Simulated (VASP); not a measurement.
# GeCl2 (Fm-3m) in VASP: further runs

Runs on GeCl2. Level: PBE. Tasks: single point, relaxation of cell and atoms.

Program: VASP 6.6.1. These are calculated values, not measurements. Logs are shortened: lines on timing, memory, paths and dates and some standing lists are left out, and cuts for length are marked.

## 1. The cell of the first run

Symmetry: Fm-3m, No. 225, cubic system. Conventional cell: a = 6.620 Å, b = 6.620 Å, c = 6.620 Å, α = 90.00°, β = 90.00°, γ = 90.00°. Ge (site symmetry m-3m) has 8 Cl at 2.87 Å within 3.8 Å. Within 3.8 Å of Cl (site symmetry -43m) lie 4 Ge at 2.87 Å and 6 Cl at 3.31 Å.

The cell was built from a structure type or drawn by symmetry, and may not be a known phase.

## 2. Single point, PBE

INCAR reads:

```
SYSTEM = GeCl2
  PREC = Accurate
  ENCUT = 520
  EDIFF = 1E-6
  ISMEAR = 0
  SIGMA = 0.02
  LREAL = .FALSE.
  LASPH = .TRUE.
  NELM = 100
  ALGO = Normal
  ISIF = 2
  LWAVE = .FALSE.
  LCHARG = .FALSE.
  GGA = PE
  NBANDS = 21
```

KPOINTS reads:

```
regular mesh
0
G
  6 6 6
  0 0 0
```

POSCAR reads:

```
GeCl2
1.0
    0.0000000000      3.3101215342      3.3101215342
    3.3101215342      0.0000000000      3.3101215342
    3.3101215342      3.3101215342      0.0000000000
Ge Cl
1 2
Direct
    0.0000000000      0.0000000000      0.0000000000
    0.7500000000      0.7500000000      0.7500000000
    0.2500000000      0.2500000000      0.2500000000
```

Potentials or basis: VASP PAW PBE potentials, release 64 (Ge_d, Cl).

Started as:

```sh
cat potpaw_PBE.64/Ge_d/POTCAR potpaw_PBE.64/Cl/POTCAR > POTCAR
mpirun -np 1 vasp_std > vasp.out
```

OUTCAR:

```text
SYSTEM = GeCl2
   PREC = Accurate
   ENCUT = 520
   EDIFF = 1E-6
   ISMEAR = 0
   LREAL = .FALSE.
   LASPH = .TRUE.
   NELM = 100
   ISIF = 2
   GGA = PE

 ion  position               nearest neighbor table
   1  0.000  0.000  0.000-
   2  0.750  0.750  0.750-
   3  0.250  0.250  0.250-

  LATTYP: Found a face centered cubic cell.
 ALAT       =     6.6202430684

  Lattice vectors:

 A1 = (   0.0000000000,   3.3101215342,   3.3101215342)
 A2 = (   3.3101215342,   0.0000000000,   3.3101215342)
 A3 = (   3.3101215342,   3.3101215342,   0.0000000000)

Analysis of symmetry for initial positions (statically):
=====================================================================
 Subroutine PRICEL returns:
 Original cell was already a primitive cell.

 Routine SETGRP: Setting up the symmetry group for a
 face centered cubic supercell.

 Subroutine GETGRP returns: Found 48 space group operations
 (whereof 48 operations were pure point group operations)
 out of a pool of 48 trial point group operations.

The static configuration has the point symmetry O_h .

Analysis of symmetry for dynamics (positions and initial velocities):
=====================================================================
 Subroutine PRICEL returns:
 Original cell was already a primitive cell.

 Routine SETGRP: Setting up the symmetry group for a
 face centered cubic supercell.

 Subroutine GETGRP returns: Found 48 space group operations
 (whereof 48 operations were pure point group operations)
 out of a pool of 48 trial point group operations.

The dynamic configuration has the point symmetry O_h .

 Subroutine INISYM returns: Found 48 space group operations
 (whereof 48 operations are pure point group operations),
 and found     1 'primitive' translations

----------------------------------------------------------------------------------------

                                     Primitive cell

  volume of cell :      72.5374

  direct lattice vectors                    reciprocal lattice vectors
     0.000000000  3.310121534  3.310121534    -0.151051856  0.151051856  0.151051856
     3.310121534  0.000000000  3.310121534     0.151051856 -0.151051856  0.151051856
     3.310121534  3.310121534  0.000000000     0.151051856  0.151051856 -0.151051856

[... 70 lines left out ...]
   ISPIN  =      1    spin polarized calculation?
   LNONCOLLINEAR =      F non collinear calculations
   LSORBIT =      F    spin-orbit coupling
   LASPH  =      T    aspherical Exc in radial PAW
   ENCUT  =  520.0 eV  38.22 Ry    6.18 a.u.   8.70  8.70  8.70*2*pi/ulx,y,z
   NELM   =    100;   NELMIN=  2; NELMDL= -5     # of ELM steps
   EDIFF  = 0.1E-05   stopping-criterion for ELM
   LREAL  =      F    real-space projection
   EDIFFG = 0.1E-04   stopping-criterion for IOM
   NSW    =      0    number of steps for IOM
   IBRION =     -1    ionic relax: 0-MD 1-quasi-New 2-CG
   NFREE  =      0    steps in history (QN), initial steepest desc. (CG)
   ISIF   =      2    stress and relaxation
   ISYM   =      2    0-nonsym 1-usesym 2-fastsym
   POTIM  = 0.5000    time-step for ionic-motion
   TEBEG  =    0.0;   TEEND  =   0.0 temperature during run
   PSTRESS=    0.0 pullay stress
   NELECT =      28.0000    total number of electrons
   NUPDOWN=      -1.0000    fix difference up-down
   EMIN   =  10.00;   EMAX   =-10.00  energy-range for DOS
   EFERMI =   0.00;   METHOD = LEGACY
   ISMEAR =     0;   SIGMA  =   0.02  broadening in eV -4-tet -1-fermi 0-gaus
   EFERMI_NEDOS =   21; number of points for ismear=-14 and -15
   IALGO  =     38    algorithm
   IMIX   =      4    mixing-type and parameters
     AMIX     =   0.40;   BMIX     =  1.00
     AMIX_MAG =   1.60;   BMIX_MAG =  1.00
  volume/ion in A,a.u.               =      24.18       163.17
  Fermi-wavevector in a.u.,A,eV,Ry     =   1.191993  2.252539 19.331789  1.420846
  Thomas-Fermi vector in A             =   2.328041
   LORBIT       =      0    0 simple, 1 ext, 2 COOP (PROOUT), +10 PAW based schemes
   GGA     = PE    functional components
   LHFCALC =     F    Hartree Fock is set to
   AEXX    =    0.0000 exact exchange contribution
   IVDW    =     0    specifies the selected vdW correction
   LEPSILON=     F    determine dielectric tensor
   LRPA    =     F    only Hartree local field effects (RPA)
 non-spin polarized calculation
 Gauss-broadening in eV      SIGMA  =   0.02
  energy-cutoff  :      520.00
  volume of cell :       72.54
 maximum number of plane-waves:      1980
   NGX = 17   NGY = 17   NGZ = 17

 number of electron      27.9999991 magnetization

 Free energy of the ion-electron system (eV)
  ---------------------------------------------------
  ext. energy  EPLUGINS =         0.00000000
  ---------------------------------------------------
  free energy    TOTEN  =       -10.06462326 eV

  energy without entropy =      -10.06462326  energy(sigma->0) =      -10.06462326

 E-fermi :   1.8222     XC(G=0):  -8.9596

 val. band max:        1.6447726412   @ k =   0.5000   0.0000   0.0000
 cond. band min:       4.3213038396   @ k =   0.1667   0.1667   0.0000
 fundamental gap:      2.6765311984
 Fermi energy:         1.8221545045

 k-point     1 :       0.0000    0.0000    0.0000
  band No.  band energies     occupation
      1     -22.4351      2.00000
      2     -22.4351      2.00000
      3     -22.4341      2.00000
      4     -22.4341      2.00000
      5     -22.4341      2.00000
      6     -12.8312      2.00000
[... 373 lines left out ...]
     20      12.5103      0.00000
     21      13.0837      0.00000

------------------------ aborting loop because EDIFF is reached ----------------------------------------

  FORCE on cell =-STRESS in cart. coord.  units (eV):
  Direction    XX          YY          ZZ          XY          YZ          ZX
  --------------------------------------------------------------------------------------
  -------------------------------------------------------------------------------------
  Total       -0.0574933     -0.0574933     -0.0574933      0.0000000      0.0000000     -0.0000000
  in kB       -1.2698903     -1.2698903     -1.2698903      0.0000000      0.0000000     -0.0000000
  external PRESSURE =      -1.2698903 kB  Pullay stress =       0.0000000 kB

 VOLUME and BASIS-vectors are now :
 -----------------------------------------------------------------------------
  energy-cutoff  :      520.00
  volume of cell :       72.54
      direct lattice vectors                 reciprocal lattice vectors
     0.000000000  3.310121534  3.310121534    -0.151051856  0.151051856  0.151051856
     3.310121534  0.000000000  3.310121534     0.151051856 -0.151051856  0.151051856
     3.310121534  3.310121534  0.000000000     0.151051856  0.151051856 -0.151051856

 POSITION                                       TOTAL-FORCE (eV/Angst)
 -----------------------------------------------------------------------------------
      0.00000      0.00000      0.00000        -0.000000     -0.000000      0.000000
      4.96518      4.96518      4.96518        -0.000000     -0.000000     -0.000000
      1.65506      1.65506      1.65506         0.000000      0.000000      0.000000
 -----------------------------------------------------------------------------------
    total drift:                               -0.000000      0.000000      0.000000

  FREE ENERGIE OF THE ION-ELECTRON SYSTEM (eV)
  ---------------------------------------------------
  free  energy   TOTEN  =       -10.0646232586 eV

  energy  without entropy=      -10.0646232586  energy(sigma->0) =      -10.06462326
```

stdout:

```text
POSCAR found type information on POSCAR GeCl
 POSCAR found :  2 types and       3 ions
 scaLAPACK will be used
 LDA part: xc-table for (Slater+PW92), standard interpolation
 POSCAR, INCAR and KPOINTS ok, starting setup
 FFT: planning ... GRIDC
 FFT: planning ... GRID_SOFT
 FFT: planning ... GRID
 WAVECAR not read
 entering main loop
```

Run time: 22 s. Hardware: 1 thread of Intel Xeon Platinum 8259CL at 2.50GHz (Skylake/Cascade Lake), shared host; peak memory 0.2 GiB.

Results:

| Quantity | Value |
| --- | --- |
| Free energy | -10.0646 eV |
| Pressure | -0.1 GPa |
| Band gap on the k mesh | 2.68 eV (least direct gap 3.08 eV) |

A k mesh can miss the band edges.

## 3. Relaxation of cell and atoms, PBE

INCAR reads:

```
SYSTEM = GeCl2
  PREC = Accurate
  ENCUT = 600
  EDIFF = 1E-6
  ISMEAR = 0
  SIGMA = 0.02
  LREAL = .FALSE.
  LASPH = .TRUE.
  NELM = 100
  ALGO = Fast
  ISIF = 3
  LWAVE = .FALSE.
  LCHARG = .FALSE.
  GGA = PE
  IBRION = 2
  NSW = 100
  EDIFFG = -0.01
```

KPOINTS reads:

```
Automatic mesh
0
G
  6 6 6
  0 0 0
```

POSCAR is that of step 2.

Potentials or basis: VASP PAW PBE potentials, release 64 (Ge_d, Cl).

Started as:

```sh
cat potpaw_PBE.64/Ge_d/POTCAR potpaw_PBE.64/Cl/POTCAR > POTCAR
mpirun -np 1 vasp_std > vasp.out
```

OUTCAR:

```text
SYSTEM = GeCl2
   PREC = Accurate
   ENCUT = 600
   EDIFF = 1E-6
   ISMEAR = 0
   LREAL = .FALSE.
   LASPH = .TRUE.
   NELM = 100
   ISIF = 3
   GGA = PE
   IBRION = 2
   NSW = 100
   EDIFFG = -0.01

 ion  position               nearest neighbor table
   1  0.000  0.000  0.000-
   2  0.750  0.750  0.750-
   3  0.250  0.250  0.250-

  LATTYP: Found a face centered cubic cell.
 ALAT       =     6.6202430684

  Lattice vectors:

 A1 = (   0.0000000000,   3.3101215342,   3.3101215342)
 A2 = (   3.3101215342,   0.0000000000,   3.3101215342)
 A3 = (   3.3101215342,   3.3101215342,   0.0000000000)

Analysis of symmetry for initial positions (statically):
=====================================================================
 Subroutine PRICEL returns:
 Original cell was already a primitive cell.

 Routine SETGRP: Setting up the symmetry group for a
 face centered cubic supercell.

 Subroutine GETGRP returns: Found 48 space group operations
 (whereof 48 operations were pure point group operations)
 out of a pool of 48 trial point group operations.

The static configuration has the point symmetry O_h .

Analysis of symmetry for dynamics (positions and initial velocities):
=====================================================================
 Subroutine PRICEL returns:
 Original cell was already a primitive cell.

 Routine SETGRP: Setting up the symmetry group for a
 face centered cubic supercell.

 Subroutine GETGRP returns: Found 48 space group operations
 (whereof 48 operations were pure point group operations)
 out of a pool of 48 trial point group operations.

[... 107 lines left out ...]
   EFERMI =   0.00;   METHOD = LEGACY
   ISMEAR =     0;   SIGMA  =   0.02  broadening in eV -4-tet -1-fermi 0-gaus
   EFERMI_NEDOS =   21; number of points for ismear=-14 and -15
   IALGO  =     68    algorithm
   IMIX   =      4    mixing-type and parameters
     AMIX     =   0.40;   BMIX     =  1.00
     AMIX_MAG =   1.60;   BMIX_MAG =  1.00
  volume/ion in A,a.u.               =      24.18       163.17
  Fermi-wavevector in a.u.,A,eV,Ry     =   1.191993  2.252539 19.331789  1.420846
  Thomas-Fermi vector in A             =   2.328041
   LORBIT       =      0    0 simple, 1 ext, 2 COOP (PROOUT), +10 PAW based schemes
   GGA     = PE    functional components
   LHFCALC =     F    Hartree Fock is set to
   AEXX    =    0.0000 exact exchange contribution
   IVDW    =     0    specifies the selected vdW correction
   LEPSILON=     F    determine dielectric tensor
   LRPA    =     F    only Hartree local field effects (RPA)
 conjugate gradient relaxation of ions
 non-spin polarized calculation
 RMM-DIIS sequential band-by-band and
 Gauss-broadening in eV      SIGMA  =   0.02
  energy-cutoff  :      600.00
  volume of cell :       72.54
 maximum number of plane-waves:      2452
 NGX is ok and might be reduce to    40
   NGX = 19   NGY = 19   NGZ = 19

 number of electron      27.9999994 magnetization

 Free energy of the ion-electron system (eV)
  ---------------------------------------------------
  ext. energy  EPLUGINS =         0.00000000
  ---------------------------------------------------
  free energy    TOTEN  =       -10.06495125 eV

  energy without entropy =      -10.06495125  energy(sigma->0) =      -10.06495125

 E-fermi :   1.7571     XC(G=0):  -8.9596

 val. band max:        1.6446191666   @ k =   0.5000   0.0000   0.0000
 cond. band min:       4.3209999650   @ k =   0.1667   0.1667   0.0000
 fundamental gap:      2.6763807984
 Fermi energy:         1.7571364799

 k-point     1 :       0.0000    0.0000    0.0000
  band No.  band energies     occupation
      1     -22.4362      2.00000
      2     -22.4362      2.00000
      3     -22.4352      2.00000
      4     -22.4352      2.00000
      5     -22.4352      2.00000
      6     -12.8308      2.00000
[... 313 lines left out ...]
      5     -22.4340      2.00000
      6     -12.0225      2.00000
[... 10 lines left out ...]
     17       6.4557      0.00000
     18       9.8411      0.00000

------------------------ aborting loop because EDIFF is reached ----------------------------------------

  FORCE on cell =-STRESS in cart. coord.  units (eV):
  Direction    XX          YY          ZZ          XY          YZ          ZX
  --------------------------------------------------------------------------------------
  -------------------------------------------------------------------------------------
  Total       -0.0134733     -0.0134733     -0.0134733      0.0000000      0.0000000      0.0000000
  in kB       -0.2975919     -0.2975919     -0.2975919      0.0000000      0.0000000      0.0000000
  external PRESSURE =      -0.2975919 kB  Pullay stress =       0.0000000 kB

 VOLUME and BASIS-vectors are now :
 -----------------------------------------------------------------------------
  energy-cutoff  :      600.00
  volume of cell :       72.54
      direct lattice vectors                 reciprocal lattice vectors
     0.000000000  3.310121534  3.310121534    -0.151051856  0.151051856  0.151051856
     3.310121534  0.000000000  3.310121534     0.151051856 -0.151051856  0.151051856
     3.310121534  3.310121534  0.000000000     0.151051856  0.151051856 -0.151051856

 POSITION                                       TOTAL-FORCE (eV/Angst)
 -----------------------------------------------------------------------------------
      0.00000      0.00000      0.00000         0.000000      0.000000      0.000000
      4.96518      4.96518      4.96518        -0.000000     -0.000000     -0.000000
      1.65506      1.65506      1.65506         0.000000      0.000000      0.000000
 -----------------------------------------------------------------------------------
    total drift:                               -0.000000      0.000000      0.000000

  FREE ENERGIE OF THE ION-ELECTRON SYSTEM (eV)
  ---------------------------------------------------
  free  energy   TOTEN  =       -10.0649512515 eV

  energy  without entropy=      -10.0649512515  energy(sigma->0) =      -10.06495125

 reached required accuracy - stopping structural energy minimisation
```

Run time: 34 s. Hardware: 1 thread of Intel Xeon Platinum 8259CL at 2.50GHz (Skylake/Cascade Lake), shared host; peak memory 0.24 GiB.

Results:

- Free energy: -10.0650 eV
- Pressure after relaxing: 0.0 GPa
- Band gap on the k mesh: 2.68 eV (least direct gap 3.08 eV)

Final structure:
```yaml
crystal:
  lattice:
    - [0.00000, 3.31012, 3.31012]
    - [3.31012, 0.00000, 3.31012]
    - [3.31012, 3.31012, 0.00000]
  atoms:
    - { symbol: Ge, position: [0.00000, 0.00000, 0.00000] }
    - { symbol: Cl, position: [0.75000, 0.75000, 0.75000] }
    - { symbol: Cl, position: [0.25000, 0.25000, 0.25000] }
```

Caveat: the relaxation stopped at its first step, so nothing moved. A k mesh can miss the band edges.
